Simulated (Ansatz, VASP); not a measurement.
## ZrS: VASP beside Ansatz

```
Zr S
1.0
     0.00000    2.70375    2.66438
     2.70375    0.00000    2.66438
     2.70375    2.70375    0.00000
Zr S
1 1
Direct
  0.00000 0.00000 0.00000
  0.50000 0.50000 0.50000
```

Change from the starting cell: strain +0.030 along x and y, +0.015 along z, atoms carried along.

Alike in both runs: task single point; functional PBEsol; k mesh 16 × 16 × 16; occupations gaussian, width 0.15 eV; no spin polarisation.

|  | VASP | Ansatz |
| --- | --- | --- |
| version | VASP 6.6.1 | Ansatz 0.2.0 |
| potentials or method | VASP PAW PBE potentials, release 64 (Zr_sv, S), cutoff 520 eV | scalar-relativistic, plane waves, PAW |
| valence electrons in the cell | 18 | 18 |

VASP gave:

- gap on the k mesh at the Fermi level (eV): none
- pressure (GPa): -13.6
- traceless stress, the component that is largest in VASP (GPa): 1.55

Q: Which values does Ansatz return?

A: gap on the k mesh at the Fermi level (eV): none; pressure (GPa): -13.7; traceless stress, the component that is largest in VASP (GPa): 1.53.

VASP's potentials were made for PBE, not for PBEsol. A gap of «none» marks a metal or a gap that the smearing closes. The functional is the same, so the differences come from potentials, cutoffs and numerics.
